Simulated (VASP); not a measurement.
# Li (R-3m) in VASP: notebook

The runs below take Li through single point, with PBE.

All numbers are computed with VASP 6.6.1; they aren't measurements. Logs are shortened: lines on timing, memory, paths and dates and some standing lists are left out, and cuts for length are marked.

## Step 1: The cell of the first run

The structure is trigonal, space group R-3m (No. 166). Conventional cell: a = 5.071 Å, b = 5.071 Å, c = 2.888 Å, α = 90.00°, β = 90.00°, γ = 120.00°. Li (site symmetry -3m) has 14 Li at 2.89 to 3.50 Å within 3.8 Å.

## Step 2: Single point, PBE

INCAR

```
SYSTEM = Li
PREC = Accurate
ENCUT = 520
EDIFF = 1E-7
ISMEAR = 0
SIGMA = 0.15
LREAL = .False.
LASPH = .True.
NELM = 60
ALGO = Fast
ISIF = 2
LWAVE = .False.
LCHARG = .False.
GGA = PE
NBANDS = 8
```

KPOINTS

```
regular mesh
0
Gamma
  22 22 22
  0 0 0
```

POSCAR

```
Li
1.0
   -1.8346822244      1.7510159341      1.7510159341
    1.7510159341     -1.8346822244      1.7510159341
    1.7510159341      1.7510159341     -1.8346822244
Li
1
Direct
    0.0000000000      0.0000000000      0.0000000000
```

Potentials or basis: VASP PAW PBE potentials, release 64 (Li_sv).

Run with:

```
> cat potpaw_PBE.64/Li_sv/POTCAR > POTCAR
> mpirun -np 1 vasp_std > vasp.out
```

OUTCAR:

```text
SYSTEM = Li
   PREC = Accurate
   ENCUT = 520
   EDIFF = 1E-7
   ISMEAR = 0
   LREAL = .False.
   LASPH = .True.
   NELM = 60
   ISIF = 2
   GGA = PE

 ion  position               nearest neighbor table
   1  0.000  0.000  0.000-

  LATTYP: Found a trigonal (rhomboedric) cell.
 ALAT       =     3.0819105223
 COS(alpha) =    -0.3536531715

  Lattice vectors:

 A1 = (  -1.8346822244,   1.7510159341,   1.7510159341)
 A2 = (   1.7510159341,  -1.8346822244,   1.7510159341)
 A3 = (   1.7510159341,   1.7510159341,  -1.8346822244)

Analysis of symmetry for initial positions (statically):
=====================================================================
 Subroutine PRICEL returns:
 Original cell was already a primitive cell.

 Routine SETGRP: Setting up the symmetry group for a
 trigonal (rhombohedral) supercell.

 Subroutine GETGRP returns: Found 12 space group operations
 (whereof 12 operations were pure point group operations)
 out of a pool of 12 trial point group operations.

The static configuration has the point symmetry D_3d.

Analysis of symmetry for dynamics (positions and initial velocities):
=====================================================================
 Subroutine PRICEL returns:
 Original cell was already a primitive cell.

 Routine SETGRP: Setting up the symmetry group for a
 trigonal (rhombohedral) supercell.

 Subroutine GETGRP returns: Found 12 space group operations
 (whereof 12 operations were pure point group operations)
 out of a pool of 12 trial point group operations.

The dynamic configuration has the point symmetry D_3d.

 Subroutine INISYM returns: Found 12 space group operations
 (whereof 12 operations are pure point group operations),
 and found     1 'primitive' translations

----------------------------------------------------------------------------------------

                                     Primitive cell

  volume of cell :      21.4375

  direct lattice vectors                    reciprocal lattice vectors
    -1.834682224  1.751015934  1.751015934     0.013994265  0.292879982  0.292879982
     1.751015934 -1.834682224  1.751015934     0.292879982  0.013994265  0.292879982
     1.751015934  1.751015934 -1.834682224     0.292879982  0.292879982  0.013994265

  length of vectors
     3.081910522  3.081910522  3.081910522     0.414431185  0.414431185  0.414431185

  position of ions in fractional coordinates (direct lattice)
     0.000000000  0.000000000  0.000000000

  ion indices of the primitive-cell ions
   primitive index   ion index
                 1           1

----------------------------------------------------------------------------------------

 KPOINTS: regular mesh

Automatic generation of k-mesh.
 Grid dimensions read from file:
 generate k-points for:   22   22   22

 Generating k-lattice:

  Cartesian coordinates                     Fractional coordinates (reciprocal lattice)
     0.000636103  0.013312726  0.013312726     0.045454545  0.000000000  0.000000000
     0.013312726  0.000636103  0.013312726     0.000000000  0.045454545  0.000000000
     0.013312726  0.013312726  0.000636103     0.000000000  0.000000000  0.045454545

  Length of vectors
     0.018837781  0.018837781  0.018837781

  Shift w.r.t. Gamma in fractional coordinates (k-lattice)
     0.000000000  0.000000000  0.000000000

 Subroutine IBZKPT returns following result:
 ===========================================

 Found   1024 irreducible k-points:

 Following reciprocal coordinates:
            Coordinates               Weight
  0.000000  0.000000  0.000000      1.000000
  0.045455 -0.000000 -0.000000      6.000000
  0.090909 -0.000000 -0.000000      6.000000
  0.136364 -0.000000 -0.000000      6.000000
  0.181818  0.000000  0.000000      6.000000
  0.227273 -0.000000 -0.000000      6.000000
[... 16 lines left out ...]
  0.500000  0.045455 -0.000000     12.000000
 -0.454545  0.045455  0.000000     12.000000
 [... further k-points ...]
   k-points           NKPTS =   1024   k-points in BZ     NKDIM =   1024   number of bands    NBANDS=      8
   number of dos      NEDOS =    301   number of ions     NIONS =      1
   total plane-waves  NPLWV =  13824
   dimension x,y,z NGX =    24 NGY =   24 NGZ =   24
   dimension x,y,z NGXF=    48 NGYF=   48 NGZF=   48
   ions per type =               1
   NGX,Y,Z   is equivalent  to a cutoff of  12.95, 12.95, 12.95 a.u.
   NGXF,Y,Z  is equivalent  to a cutoff of  25.89, 25.89, 25.89 a.u.
 SYSTEM =  Li
   PREC   = accura    normal or accurate (medium, high low for compatibility)
   ISTART =      0    job   : 0-new  1-cont  2-samecut
   ICHARG =      2    charge: 1-file 2-atom 10-const
   ISPIN  =      1    spin polarized calculation?
   LNONCOLLINEAR =      F non collinear calculations
   LSORBIT =      F    spin-orbit coupling
   LASPH  =      T    aspherical Exc in radial PAW
   ENCUT  =  520.0 eV  38.22 Ry    6.18 a.u.   5.73  5.73  5.73*2*pi/ulx,y,z
   NELM   =     60;   NELMIN=  2; NELMDL= -5     # of ELM steps
   EDIFF  = 0.1E-06   stopping-criterion for ELM
   LREAL  =      F    real-space projection
   EDIFFG = 0.1E-05   stopping-criterion for IOM
   NSW    =      0    number of steps for IOM
   IBRION =     -1    ionic relax: 0-MD 1-quasi-New 2-CG
   NFREE  =      0    steps in history (QN), initial steepest desc. (CG)
   ISIF   =      2    stress and relaxation
   ISYM   =      2    0-nonsym 1-usesym 2-fastsym
   POTIM  = 0.5000    time-step for ionic-motion
   TEBEG  =    0.0;   TEEND  =   0.0 temperature during run
   PSTRESS=    0.0 pullay stress
   NELECT =       3.0000    total number of electrons
   NUPDOWN=      -1.0000    fix difference up-down
   EMIN   =  10.00;   EMAX   =-10.00  energy-range for DOS
   EFERMI =   0.00;   METHOD = LEGACY
   ISMEAR =     0;   SIGMA  =   0.15  broadening in eV -4-tet -1-fermi 0-gaus
   EFERMI_NEDOS =   21; number of points for ismear=-14 and -15
   IALGO  =     68    algorithm
   IMIX   =      4    mixing-type and parameters
     AMIX     =   0.40;   BMIX     =  1.00
     AMIX_MAG =   1.60;   BMIX_MAG =  1.00
  volume/ion in A,a.u.               =      21.44       144.67
  Fermi-wavevector in a.u.,A,eV,Ry     =   0.849944  1.606162  9.828924  0.722406
  Thomas-Fermi vector in A             =   1.965845
   LORBIT       =      0    0 simple, 1 ext, 2 COOP (PROOUT), +10 PAW based schemes
   GGA     = PE    functional components
   LHFCALC =     F    Hartree Fock is set to
   AEXX    =    0.0000 exact exchange contribution
   IVDW    =     0    specifies the selected vdW correction
   LEPSILON=     F    determine dielectric tensor
   LRPA    =     F    only Hartree local field effects (RPA)
 non-spin polarized calculation
 RMM-DIIS sequential band-by-band and
 Gauss-broadening in eV      SIGMA  =   0.15
  energy-cutoff  :      520.00
  volume of cell :       21.44
 maximum number of plane-waves:       592
   NGX = 11   NGY = 11   NGZ = 11

 number of electron       3.0000005 magnetization

 Free energy of the ion-electron system (eV)
  ---------------------------------------------------
  ext. energy  EPLUGINS =         0.00000000
  ---------------------------------------------------
  free energy    TOTEN  =        -1.89935893 eV

  energy without entropy =       -1.89374185  energy(sigma->0) =       -1.89655039

 E-fermi :   0.4801     XC(G=0):  -6.9093

 val. band max:        0.4648666424   @ k =  -0.2727  -0.3182   0.2273
 cond. band min:       0.4823332618   @ k =   0.2727   0.1364   0.0909
 fundamental gap:      0.0174666195
 Fermi energy:         0.4801269493

 k-point     1 :       0.0000    0.0000    0.0000
  band No.  band energies     occupation
      1     -46.1667      2.00000
      2      -3.0127      2.00000
      3      13.9574      0.00000
      4      13.9574      0.00000
      5      15.3655      0.00000
      6      18.4894      0.00000
      7      18.4894      0.00000
      8      18.8937      0.00000

 k-point     2 :       0.0455   -0.0000   -0.0000
  band No.  band energies     occupation
      1     -46.1663      2.00000
      2      -2.9723      2.00000
      3      13.8208      0.00000
      4      13.9107      0.00000
      5      15.0381      0.00000
      6      18.0261      0.00000
      7      18.6336      0.00000
      8      19.0129      0.00000

 k-point     3 :       0.0909   -0.0000   -0.0000
  band No.  band energies     occupation
      1     -46.1652      2.00000
      2      -2.8512      2.00000
      3      13.4481      0.00000
      4      13.7673      0.00000
      5      14.2005      0.00000
      6      17.3890      0.00000
      7      17.9131      0.00000
      8      19.0249      0.00000

 k-point     4 :       0.1364   -0.0000   -0.0000
  band No.  band energies     occupation
      1     -46.1634      2.00000
      2      -2.6494      2.00000
      3      12.9127      0.00000
      4      13.0264      0.00000
      5      13.5286      0.00000
      6      16.7620      0.00000
      7      17.0485      0.00000
      8      18.5408      0.00000

 k-point     5 :       0.1818    0.0000    0.0000
  band No.  band energies     occupation
      1     -46.1612      2.00000
      2      -2.3669      2.00000
      3      11.6020      0.00000
      4      12.3735      0.00000
      5      13.2185      0.00000
      6      16.1098      0.00000
      7      16.5685      0.00000
      8      18.3559      0.00000
[... 177 lines left out ...]
 k-point    22 :       0.4545    0.0455   -0.0000
  band No.  band energies     occupation
      1     -46.1477      2.00000
      2       0.9250      0.00003
      3       3.9470      0.00000
      4      10.0168      0.00000
      5      11.3198      0.00000
      6      13.9913      0.00000
      7      16.6307      0.00000
      8      21.5233      0.00000

 k-point    23 :       0.5000    0.0455   -0.0000
  band No.  band energies     occupation
      1     -46.1478      2.00000
      2       0.9033      0.00007
      3       3.9726      0.00000
      4      10.0007      0.00000
      5      11.2491      0.00000
      6      14.0735      0.00000
      7      16.6606      0.00000
      8      21.4918      0.00000

 k-point    24 :      -0.4545    0.0455    0.0000
  band No.  band energies     occupation
      1     -46.1487      2.00000
      2       0.4441      1.26590
      3       4.6278      0.00000
      4      10.0788      0.00000
      5      11.2658      0.00000
      6      14.2554      0.00000
      7      16.6260      0.00000
      8      20.9296      0.00000

 [... further k-points ...]

------------------------ aborting loop because EDIFF is reached ----------------------------------------

  FORCE on cell =-STRESS in cart. coord.  units (eV):
  Direction    XX          YY          ZZ          XY          YZ          ZX
  --------------------------------------------------------------------------------------
  -------------------------------------------------------------------------------------
  Total       -0.1034529     -0.1034529     -0.1034529      0.0792989      0.0792989      0.0792989
  in kB       -7.7317716     -7.7317716     -7.7317716      5.9265759      5.9265759      5.9265759
  external PRESSURE =      -7.7317716 kB  Pullay stress =       0.0000000 kB

 VOLUME and BASIS-vectors are now :
 -----------------------------------------------------------------------------
  energy-cutoff  :      520.00
  volume of cell :       21.44
      direct lattice vectors                 reciprocal lattice vectors
    -1.834682224  1.751015934  1.751015934     0.013994265  0.292879982  0.292879982
     1.751015934 -1.834682224  1.751015934     0.292879982  0.013994265  0.292879982
     1.751015934  1.751015934 -1.834682224     0.292879982  0.292879982  0.013994265

 POSITION                                       TOTAL-FORCE (eV/Angst)
 -----------------------------------------------------------------------------------
      0.00000      0.00000      0.00000         0.000000      0.000000      0.000000
 -----------------------------------------------------------------------------------
    total drift:                               -0.000000      0.000000     -0.000000

  FREE ENERGIE OF THE ION-ELECTRON SYSTEM (eV)
  ---------------------------------------------------
  free  energy   TOTEN  =        -1.8993589323 eV

  energy  without entropy=       -1.8937418450  energy(sigma->0) =       -1.89655039
```

Wall time 1.8 min (1 thread of Intel Xeon Platinum 8488C (Sapphire Rapids), shared host); peak memory 0.25 GiB.

What came out:

| Property | Result |
| --- | --- |
| Free energy | -1.8994 eV |
| Band gap on the k mesh | zero (an odd number of electrons rules out a gap without spin polarisation) |

Levels at points of the mesh, in eV from the Fermi level:
| k point | band 1 | band 2 | band 3 | band 4 | band 5 |
| --- | --- | --- | --- | --- | --- |
| (0.00, 0.00, 0.00) | -46.65 | -3.49 | 13.48 | 13.48 | 14.89 |
| (0.50, 0.00, 0.00) | -46.63 | 0.47 | 3.38 | 9.67 | 11.22 |
| (0.50, 0.50, 0.00) | -46.63 | 0.05 | 2.79 | 9.75 | 12.19 |
| (0.50, 0.50, 0.50) | -46.62 | 5.04 | 5.49 | 5.49 | 7.55 |

Caveat: the cutoff is under 1.25 times the usual one of these potentials, so pressure, stress and relaxed cells hold a basis-set (Pulay) error.

## Step 3: Single point, PBE

This run uses another cell than the first one, of the same volume but with other edges.

INCAR

```
SYSTEM = Li
  PREC = Accurate
  ENCUT = 520
  EDIFF = 1E-6
  ISMEAR = 0
  SIGMA = 0.15
  LREAL = .False.
  LASPH = .True.
  NELM = 60
  ALGO = Fast
  ISIF = 2
  LWAVE = .False.
  LCHARG = .False.
  GGA = PE
  NBANDS = 8
```

KPOINTS is that of step 2.

POSCAR

```
Li
1.0
   -1.6601922936      1.7511617343      1.7511617343
    1.7511617343     -1.6601922936      1.7511617343
    1.7511617343      1.7511617343     -1.6601922936
Li
1
Direct
    0.0000000000      0.0000000000      0.0000000000
```

Potentials or basis: VASP PAW PBE potentials, release 64 (Li_sv).

Run with:

```
> cat potpaw_PBE.64/Li_sv/POTCAR > POTCAR
> mpirun -np 1 vasp_std > vasp.out
```

Wall time 1.8 min (1 thread of Intel Xeon Platinum 8488C (Sapphire Rapids), shared host); peak memory 0.24 GiB.

The run converged. Its results:

| Item | Value |
| --- | --- |
| Free energy | -1.8998 eV |
| Band gap on the k mesh | zero (an odd number of electrons rules out a gap without spin polarisation) |

Levels at points of the mesh, in eV from the Fermi level:
```
           k point  band 1  band 2  band 3  band 4  band 5
(0.00, 0.00, 0.00)  -46.64   -3.48   13.26   14.24   14.24
(0.50, 0.00, 0.00)  -46.63    0.05    2.79   10.34   11.64
(0.50, 0.50, 0.00)  -46.62    0.48    3.39    9.15   11.74
(0.50, 0.50, 0.50)  -46.61    5.20    5.20    5.64    7.56
```

Caveat: the cutoff is under 1.25 times the usual one of these potentials, so pressure, stress and relaxed cells hold a basis-set (Pulay) error.
